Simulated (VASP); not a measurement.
# Ag (Fm-3m) in VASP: a series of runs

The runs below take Ag through single point, with BLYP+D3(BJ), r2SCAN0.

Everything below comes from runs of VASP 6.6.1. Logs are shortened: lines on timing, memory, paths and dates and some standing lists are left out, and cuts for length are marked.

**1. The cell of the first run**

The structure is cubic, space group Fm-3m (No. 225). Conventional cell: a = 4.139 Å, b = 4.139 Å, c = 4.139 Å, α = 90.00°, β = 90.00°, γ = 90.00°. Ag (site symmetry m-3m) has 12 Ag at 2.93 Å within 3.9 Å.

**2. Single point, BLYP+D3(BJ), collinear spin, zero start**

INCAR reads:

```
SYSTEM = Ag
  PREC = Accurate
  ENCUT = 500
  EDIFF = 1E-6
  ISMEAR = 0
  SIGMA = 0.05
  LREAL = .False.
  LASPH = .True.
  NELM = 200
  ALGO = Normal
  ISIF = 2
  LWAVE = .False.
  LCHARG = .False.
  ISPIN = 2
  MAGMOM = 0
  LORBIT = 11
  NUPDOWN = 0.0
  LMAXMIX = 4
  GGA = B5
  ALDAX = 1.0
  AGGAX = 1.0
  AGGAC = 1.0
  ALDAC = 0.0
  IVDW = 12
  VDW_S6 = 1.0
  VDW_S8 = 2.6996
  VDW_A1 = 0.4298
  VDW_A2 = 4.2359
  NBANDS = 16
  GGA_COMPAT = .False.
```

KPOINTS reads:

```
Automatic mesh
0
Gamma
  11 11 11
  0 0 0
```

POSCAR reads:

```
Ag
1.0
    0.0000000000      2.0696313722      2.0696313722
    2.0696313722      0.0000000000      2.0696313722
    2.0696313722      2.0696313722      0.0000000000
Ag
1
Direct
    0.0000000000      0.0000000000      0.0000000000
```

Potentials or basis: VASP PAW PBE potentials, release 64 (Ag).

Started as:

```sh
cat potpaw_PBE.64/Ag/POTCAR > POTCAR
mpirun -np 1 vasp_std > vasp.out
```

OUTCAR:

```text
SYSTEM = Ag
   PREC = Accurate
   ENCUT = 500
   EDIFF = 1E-6
   ISMEAR = 0
   LREAL = .False.
   LASPH = .True.
   NELM = 200
   ISIF = 2
   ISPIN = 2
   LORBIT = 11
   NUPDOWN = 0.0
   GGA = B5
   IVDW = 12
 IVDW          = 12

 ion  position               nearest neighbor table
   1  0.000  0.000  0.000-

  LATTYP: Found a face centered cubic cell.
 ALAT       =     4.1392627444

  Lattice vectors:

 A1 = (   0.0000000000,   2.0696313722,   2.0696313722)
 A2 = (   2.0696313722,   0.0000000000,   2.0696313722)
 A3 = (   2.0696313722,   2.0696313722,   0.0000000000)

Analysis of symmetry for initial positions (statically):
=====================================================================
 Subroutine PRICEL returns:
 Original cell was already a primitive cell.

 Routine SETGRP: Setting up the symmetry group for a
 face centered cubic supercell.

 Subroutine GETGRP returns: Found 48 space group operations
 (whereof 48 operations were pure point group operations)
 out of a pool of 48 trial point group operations.

The static configuration has the point symmetry O_h .

Analysis of symmetry for dynamics (positions and initial velocities):
=====================================================================
 Subroutine PRICEL returns:
 Original cell was already a primitive cell.

 Routine SETGRP: Setting up the symmetry group for a
 face centered cubic supercell.

 Subroutine GETGRP returns: Found 48 space group operations
 (whereof 48 operations were pure point group operations)
 out of a pool of 48 trial point group operations.

The dynamic configuration has the point symmetry O_h .

Analysis of structural, dynamic, and magnetic symmetry:
=====================================================================
 Subroutine PRICEL returns:
 Original cell was already a primitive cell.

 Routine SETGRP: Setting up the symmetry group for a
 face centered cubic supercell.

 Subroutine GETGRP returns: Found 48 space group operations
 (whereof 48 operations were pure point group operations)
 out of a pool of 48 trial point group operations.

The overall configuration has the point symmetry O_h .

 Subroutine INISYM returns: Found 48 space group operations
 (whereof 48 operations are pure point group operations),
 and found     1 'primitive' translations

----------------------------------------------------------------------------------------

                                     Primitive cell

  volume of cell :      17.7300

  direct lattice vectors                    reciprocal lattice vectors
     0.000000000  2.069631372  2.069631372    -0.241588916  0.241588916  0.241588916
     2.069631372  0.000000000  2.069631372     0.241588916 -0.241588916  0.241588916
     2.069631372  2.069631372  0.000000000     0.241588916  0.241588916 -0.241588916

  length of vectors
     2.926900756  2.926900756  2.926900756     0.418444277  0.418444277  0.418444277

  position of ions in fractional coordinates (direct lattice)
     0.000000000  0.000000000  0.000000000

  ion indices of the primitive-cell ions
   primitive index   ion index
                 1           1

----------------------------------------------------------------------------------------

 KPOINTS: Automatic mesh

Automatic generation of k-mesh.
 Grid dimensions read from file:
 generate k-points for:   11   11   11

 Generating k-lattice:

  Cartesian coordinates                     Fractional coordinates (reciprocal lattice)
    -0.021962629  0.021962629  0.021962629     0.090909091  0.000000000  0.000000000
     0.021962629 -0.021962629  0.021962629     0.000000000  0.090909091  0.000000000
     0.021962629  0.021962629 -0.021962629     0.000000000  0.000000000  0.090909091

  Length of vectors
     0.038040389  0.038040389  0.038040389

  Shift w.r.t. Gamma in fractional coordinates (k-lattice)
     0.000000000  0.000000000  0.000000000

 Subroutine IBZKPT returns following result:
 ===========================================

 Found     56 irreducible k-points:

 Following reciprocal coordinates:
            Coordinates               Weight
  0.000000  0.000000  0.000000      1.000000
  0.090909  0.000000  0.000000      8.000000
  0.181818  0.000000  0.000000      8.000000
  0.272727  0.000000  0.000000      8.000000
  0.363636  0.000000  0.000000      8.000000
  0.454545  0.000000  0.000000      8.000000
[... 16 lines left out ...]
 -0.272727  0.181818  0.000000     24.000000
 -0.181818  0.181818  0.000000     12.000000
 [... further k-points ...]
   k-points           NKPTS =     56   k-points in BZ     NKDIM =     56   number of bands    NBANDS=     16
   number of dos      NEDOS =    301   number of ions     NIONS =      1
   total plane-waves  NPLWV =  13824
   dimension x,y,z NGX =    24 NGY =   24 NGZ =   24
   dimension x,y,z NGXF=    48 NGYF=   48 NGZF=   48
   ions per type =               1
   NGX,Y,Z   is equivalent  to a cutoff of  13.63, 13.63, 13.63 a.u.
[... 20 lines left out ...]
   TEBEG  =    0.0;   TEEND  =   0.0 temperature during run
   PSTRESS=    0.0 pullay stress
   NELECT =      11.0000    total number of electrons
   NUPDOWN=       0.0000    fix difference up-down
   EMIN   =  10.00;   EMAX   =-10.00  energy-range for DOS
   EFERMI =   0.00;   METHOD = LEGACY
   ISMEAR =     0;   SIGMA  =   0.05  broadening in eV -4-tet -1-fermi 0-gaus
   EFERMI_NEDOS =   21; number of points for ismear=-14 and -15
   IALGO  =     38    algorithm
   IMIX   =      4    mixing-type and parameters
     AMIX     =   0.40;   BMIX     =  1.00
     AMIX_MAG =   1.60;   BMIX_MAG =  1.00
  volume/ion in A,a.u.               =      17.73       119.65
  Fermi-wavevector in a.u.,A,eV,Ry     =   1.396270  2.638568 26.525508  1.949570
  Thomas-Fermi vector in A             =   2.519641
   LORBIT       =     11    0 simple, 1 ext, 2 COOP (PROOUT), +10 PAW based schemes
   GGA     = B5    functional components
   LHFCALC =     F    Hartree Fock is set to
   AEXX    =    0.0000 exact exchange contribution
   IVDW    =    12    specifies the selected vdW correction
   LEPSILON=     F    determine dielectric tensor
   LRPA    =     F    only Hartree local field effects (RPA)
 spin polarized calculation
 Gauss-broadening in eV      SIGMA  =   0.05
  energy-cutoff  :      500.00
  volume of cell :       17.73
 maximum number of plane-waves:       463
 NGX is ok and might be reduce to    24

 number of electron      10.9999999 magnetization       0.0000000

 number of electron      10.9999999 magnetization      -0.0000000

 Free energy of the ion-electron system (eV)
  ---------------------------------------------------
  ext. energy  EPLUGINS =         0.00000000
  ---------------------------------------------------
  free energy    TOTEN  =        -2.05918164 eV

  energy without entropy =       -2.05816414  energy(sigma->0) =       -2.05867289

 E-fermi :   8.7751     XC(G=0): -11.4034

 val. band max:        8.7443524527   @ k =  -0.2727   0.2727   0.0000
 cond. band min:       8.7792601697   @ k =   0.4545   0.3636   0.0000
 fundamental gap:      0.0349077169
 Fermi energy:         8.7751101748

 spin component 1

 k-point     1 :       0.0000    0.0000    0.0000
  band No.  band energies     occupation
      1       0.9934      1.00000
      2       3.6564      1.00000
      3       3.6564      1.00000
      4       3.6564      1.00000
      5       4.6173      1.00000
      6       4.6173      1.00000
[... 8 lines left out ...]
     15      36.9082      0.00000
     16      36.9082      0.00000
[... 419 lines left out ...]
 k-point    24 :      -0.1818    0.1818    0.0000
  band No.  band energies     occupation
      1       2.9091      1.00000
      2       3.3043      1.00000
      3       3.8915      1.00000
      4       4.2330      1.00000
      5       4.2623      1.00000
      6       5.7591      1.00000
[... 8 lines left out ...]
     15      37.9518      0.00000
     16      40.8578      0.00000

 [... further k-points ...]

 spin component 2

 k-point     1 :       0.0000    0.0000    0.0000
  band No.  band energies     occupation
      1       0.9934      1.00000
      2       3.6564      1.00000
      3       3.6564      1.00000
      4       3.6564      1.00000
      5       4.6173      1.00000
      6       4.6173      1.00000
[... 8 lines left out ...]
     15      36.9082      0.00000
     16      36.9082      0.00000
[... 419 lines left out ...]
 k-point    24 :      -0.1818    0.1818    0.0000
  band No.  band energies     occupation
      1       2.9091      1.00000
      2       3.3043      1.00000
      3       3.8915      1.00000
      4       4.2330      1.00000
      5       4.2623      1.00000
      6       5.7591      1.00000
[... 8 lines left out ...]
     15      37.9518      0.00000
     16      40.8577      0.00000

 [... further k-points ...]

------------------------ aborting loop because EDIFF is reached ----------------------------------------

 Edisp (eV)   -1.29152

 E8    (eV) :    -0.9503

  FORCE on cell =-STRESS in cart. coord.  units (eV):
  Direction    XX          YY          ZZ          XY          YZ          ZX
  --------------------------------------------------------------------------------------
  -------------------------------------------------------------------------------------
  Total      -0.48778    -0.48778    -0.48778     0.00000     0.00000     0.00000
  in kB     -44.07858   -44.07858   -44.07858     0.00000     0.00000     0.00000
  external pressure =      -44.08 kB  Pullay stress =        0.00 kB

 VOLUME and BASIS-vectors are now :
 -----------------------------------------------------------------------------
  energy-cutoff  :      500.00
  volume of cell :       17.73
      direct lattice vectors                 reciprocal lattice vectors
     0.000000000  2.069631372  2.069631372    -0.241588916  0.241588916  0.241588916
     2.069631372  0.000000000  2.069631372     0.241588916 -0.241588916  0.241588916
     2.069631372  2.069631372  0.000000000     0.241588916  0.241588916 -0.241588916

 POSITION                                       TOTAL-FORCE (eV/Angst)
 -----------------------------------------------------------------------------------
      0.00000      0.00000      0.00000        -0.000000      0.000000     -0.000000
 -----------------------------------------------------------------------------------
    total drift:                               -0.000000      0.000000      0.000000

  FREE ENERGIE OF THE ION-ELECTRON SYSTEM (eV)
  ---------------------------------------------------
  free  energy   TOTEN  =        -3.3507034947 eV

  energy  without entropy=       -3.3496860022  energy(sigma->0) =       -3.35019475

 total charge

# of ion       s       p       d       tot
------------------------------------------
    1        0.414   0.272   9.187   9.873

 magnetization (x)

# of ion       s       p       d       tot
------------------------------------------
    1       -0.000  -0.000  -0.000  -0.000
```

It took 16 s on 1 thread of Intel Xeon Platinum 8375C at 2.90GHz (Ice Lake), shared host; peak memory 0.17 GiB.

What came out:

```yaml
Free_energy: -3.3507 eV
Pressure: -4.4 GPa
Net_moment: 0.00 μB per cell
Valence_electrons_inside_the_program's_atomic_spheres: Ag 9.87
Dispersion_energy_per_atom: -1.292 eV
```

Caveat: the PAW data sets were made with another functional, which shifts forces and pressure a little; the total moment is fixed, so each spin has its own Fermi level.

**3. Single point, BLYP+D3(BJ), collinear spin, zero start**

INCAR reads:

```
  PREC = Accurate
  ENCUT = 500
  EDIFF = 1E-6
  ISMEAR = 0
  SIGMA = 0.05
  LREAL = False
  LASPH = True
  NELM = 200
  ALGO = Normal
  ISIF = 2
  LWAVE = False
  LCHARG = False
  ISPIN = 2
  MAGMOM = 0
  LORBIT = 11
  NUPDOWN = 0.0
  LMAXMIX = 4
  GGA = B5
  ALDAX = 1.0
  AGGAX = 1.0
  AGGAC = 1.0
  ALDAC = 0.0
  IVDW = 12
  VDW_S6 = 1.0
  VDW_S8 = 2.6996
  VDW_A1 = 0.4298
  VDW_A2 = 4.2359
  NBANDS = 16
  GGA_COMPAT = False
```

KPOINTS reads:

```
regular mesh
0
Gamma
  11 11 11
```

POSCAR reads:

```
Ag
1.0
    0.0000000000      2.0828140930      2.0828140930
    2.0828140930      0.0000000000      2.0828140930
    2.0828140930      2.0828140930      0.0000000000
Ag
1
Direct
    0.0000000000      0.0000000000      0.0000000000
```

Potentials or basis: VASP PAW PBE potentials, release 64 (Ag).

Started as:

```sh
cat potpaw_PBE.64/Ag/POTCAR > POTCAR
mpirun -np 1 vasp_std > vasp.out
```

Run time: 16 s. Hardware: 1 thread of Intel Xeon Platinum 8375C at 2.90GHz (Ice Lake), shared host; peak memory 0.17 GiB.

It converged, with:

```
Free energy                                           : -3.3399 eV
Pressure                                              : -5.9 GPa
Net moment                                            : 0.00 μB per cell
Valence electrons inside the program's atomic spheres : Ag 9.86
Dispersion energy per atom                            : -1.267 eV
```

Caveat: the PAW data sets were made with another functional, which shifts forces and pressure a little; the total moment is fixed, so each spin has its own Fermi level.

**4. Single point, r2SCAN0**

This run uses another cell than the first one, of 17.39 Å³/atom, 0.981 times its volume.

POSCAR reads:

```
Ag
1.0
    0.0000000000      2.0562785400      2.0562785400
    2.0562785400      0.0000000000      2.0562785400
    2.0562785400      2.0562785400      0.0000000000
Ag
1
Direct
    0.0000000000      0.0000000000      0.0000000000
```

INCAR.step1 reads:

```
SYSTEM = Ag
ALGO = Normal
EDIFF = 1E-5
ENCUT = 520
GGA = PE
ISIF = 2
ISMEAR = -1
LASPH = .TRUE.
LCHARG = .FALSE.
LREAL = .FALSE.
LWAVE = .TRUE.
NBANDS = 12
NELM = 80
PREC = Accurate
SIGMA = 0.05
```

INCAR.step2 reads:

```
SYSTEM = Ag
AEXX = 0.25
ALGO = Normal
EDIFF = 1E-7
ENCUT = 520
ISIF = 2
ISMEAR = -1
ISTART = 1
LASPH = .TRUE.
LCHARG = .FALSE.
LHFCALC = .TRUE.
LMIXTAU = .TRUE.
LREAL = .FALSE.
LWAVE = .FALSE.
METAGGA = R2SCAN
NBANDS = 12
NELM = 80
PREC = Accurate
PRECFOCK = Normal
SIGMA = 0.05
```

KPOINTS reads:

```
k-points
0
G
  6 6 6
  0 0 0
```

Started as:

```sh
cat potpaw_PBE.64/Ag/POTCAR > POTCAR
cp INCAR.step1 INCAR
mpirun -np 1 vasp_std > vasp.out
cp INCAR.step2 INCAR
mpirun -np 1 vasp_std > vasp.out
```

It took 9 min on 1 thread of Intel Xeon 6975P-C (Granite Rapids), shared host; peak memory 0.16 GiB.

It converged, with:

```yaml
Free_energy: -17.0562 eV
Pressure: 2.1 GPa
```

Levels at points of the mesh, in eV from the Fermi level:
| k point | band 4 | band 5 | band 6 | band 7 | band 8 | band 9 |
| --- | --- | --- | --- | --- | --- | --- |
| (0.00, 0.00, 0.00) | -6.26 | -5.22 | -5.22 | 18.19 | 21.92 | 21.92 |
| (0.50, 0.00, 0.00) | -4.31 | -4.31 | 0.52 | 4.90 | 17.34 | 20.24 |
| (0.50, 0.50, 0.00) | -4.06 | -4.06 | 2.87 | 8.36 | 12.66 | 12.66 |

Caveat: the k points lie up to 0.44 Å⁻¹ apart; the PAW data sets were made with another functional, which shifts forces and pressure a little.

**5. Single point, r2SCAN0**

POSCAR reads:

```
Ag
1.0
    0.0000000000      2.0696313722      2.0696313722
    2.0696313722      0.0000000000      2.0696313722
    2.0696313722      2.0696313722      0.0000000000
Ag
1
Direct
    0.0000000000      0.0000000000      0.0000000000
```

INCAR.step1 reads:

```
ALGO = Normal ; EDIFF = 1E-5
ENCUT = 520 ; GGA = PE
ISIF = 2 ; ISMEAR = -1
LASPH = T ; LCHARG = F
LREAL = F ; LWAVE = T
NBANDS = 12 ; NELM = 80
PREC = Accurate ; SIGMA = 0.05
```

INCAR.step2 reads:

```
AEXX = 0.25 ; ALGO = Normal
EDIFF = 1E-7 ; ENCUT = 520
ISIF = 2 ; ISMEAR = -1
ISTART = 1 ; LASPH = T
LCHARG = F ; LHFCALC = T
LMIXTAU = T ; LREAL = F
LWAVE = F ; METAGGA = R2SCAN
NBANDS = 12 ; NELM = 80
PREC = Accurate ; PRECFOCK = Normal
SIGMA = 0.05
```

KPOINTS reads:

```
k-points
0
Gamma
  6 6 6
```

Started as:

```sh
cat potpaw_PBE.64/Ag/POTCAR > POTCAR
cp INCAR.step1 INCAR
mpirun -np 1 vasp_std > vasp.out
cp INCAR.step2 INCAR
mpirun -np 1 vasp_std > vasp.out
```

Run time: 11 min. Hardware: 1 thread of Intel Xeon 6975P-C (Granite Rapids), shared host; peak memory 0.16 GiB.

Results (log left out):

| Item | Value |
| --- | --- |
| Free energy | -17.0588 eV |
| Pressure | 0.2 GPa |

Levels at points of the mesh, in eV from the Fermi level:
```
           k point  band 3  band 4  band 5  band 6  band 7  band 8  band 9  band 10
(0.00, 0.00, 0.00)   -6.19   -6.19   -5.18   -5.18   18.13   21.74   21.74    21.74
(0.50, 0.00, 0.00)   -6.22   -4.30   -4.30    0.58    4.79   17.28   20.02    20.02
(0.50, 0.50, 0.00)   -4.38   -4.06   -4.06    2.89    8.21   12.56   12.56    19.02
```

Caveat: the k points lie up to 0.44 Å⁻¹ apart; the PAW data sets were made with another functional, which shifts forces and pressure a little.

**6. Single point, r2SCAN0**

This run uses another cell than the first one, of 18.07 Å³/atom, 1.019 times its volume.

POSCAR reads:

```
Ag
1.0
    0.0000000000      2.0828140930      2.0828140930
    2.0828140930      0.0000000000      2.0828140930
    2.0828140930      2.0828140930      0.0000000000
Ag
1
Direct
    0.0000000000      0.0000000000      0.0000000000
```

INCAR.step1 reads:

```
PREC = Accurate
ENCUT = 520
EDIFF = 1E-5
ISMEAR = -1
SIGMA = 0.05
LREAL = F
LASPH = T
NELM = 60
ALGO = Normal
ISIF = 2
LWAVE = T
LCHARG = F
NBANDS = 12
GGA = PE
```

INCAR.step2 reads:

```
PREC = Accurate
ENCUT = 520
EDIFF = 1E-6
ISMEAR = -1
SIGMA = 0.05
LREAL = F
LASPH = T
NELM = 60
ALGO = Normal
ISIF = 2
LWAVE = F
LCHARG = F
METAGGA = R2SCAN
LHFCALC = T
AEXX = 0.25
LMIXTAU = T
PRECFOCK = Normal
NBANDS = 12
ISTART = 1
```

KPOINTS reads:

```
regular mesh
0
Gamma
  6 6 6
```

Potentials or basis: VASP PAW PBE potentials, release 64 (Ag).

Started as:

```sh
cat potpaw_PBE.64/Ag/POTCAR > POTCAR
cp INCAR.step1 INCAR
mpirun -np 1 vasp_std > vasp.out
cp INCAR.step2 INCAR
mpirun -np 1 vasp_std > vasp.out
```

Run time: 7.5 min. Hardware: 1 thread of Intel Xeon 6975P-C (Granite Rapids), shared host; peak memory 0.16 GiB.

The run converged. Its results:

* Free energy: -17.0575 eV
* Pressure: -1.5 GPa

Levels at points of the mesh, in eV from the Fermi level:
| k point | band 3 | band 4 | band 5 | band 6 | band 7 | band 8 | band 9 | band 10 |
| --- | --- | --- | --- | --- | --- | --- | --- | --- |
| (0.00, 0.00, 0.00) | -6.11 | -6.11 | -5.14 | -5.14 | 18.07 | 21.57 | 21.57 | 21.57 |
| (0.50, 0.00, 0.00) | -6.14 | -4.29 | -4.29 | 0.64 | 4.68 | 17.22 | 19.81 | 19.81 |
| (0.50, 0.50, 0.00) | -4.37 | -4.06 | -4.06 | 2.91 | 8.06 | 12.45 | 12.45 | 18.78 |

Caveat: the k points lie up to 0.44 Å⁻¹ apart; the PAW data sets were made with another functional, which shifts forces and pressure a little.

**7. Overview**

| level | spin | fixed moment (μB) | cell | k mesh | cutoff (eV) | smearing | grid for exact exchange (PRECFOCK) | gap on the mesh (eV) | pressure (GPa) | moment (μB) |
| --- | --- | --- | --- | --- | --- | --- | --- | --- | --- | --- |
| BLYP+D3(BJ) | collinear, zero start | 0.0 | a = 2.927 Å, angles 60.0°, 1 atom | 11 × 11 × 11 | 500 | gaussian 0.05 eV | - | - | -4.4 | 0.00 |
| BLYP+D3(BJ) | collinear, zero start | 0.0 | a = 2.946 Å, angles 60.0°, 1 atom | 11 × 11 × 11 | 500 | gaussian 0.05 eV | - | - | -5.9 | 0.00 |
| r2SCAN0 | off | - | a = 2.908 Å, angles 60.0°, 1 atom | 6 × 6 × 6 | 520 | fermi-dirac 0.05 eV | Normal | none | 2.1 | - |
| r2SCAN0 | off | - | a = 2.927 Å, angles 60.0°, 1 atom | 6 × 6 × 6 | 520 | fermi-dirac 0.05 eV | Normal | none | 0.2 | - |
| r2SCAN0 | off | - | a = 2.946 Å, angles 60.0°, 1 atom | 6 × 6 × 6 | 520 | fermi-dirac 0.05 eV | Normal | none | -1.5 | - |

Alike in all rows: task single point; potentials or basis VASP PAW PBE potentials, release 64 (Ag).

Caveats: some runs use coarse meshes; the PAW data sets were made with another functional, which shifts forces and pressure a little; the total moment is fixed, so each spin has its own Fermi level (some runs).

Total energies depend on the potentials used, so only differences within one code and one set of settings carry meaning.
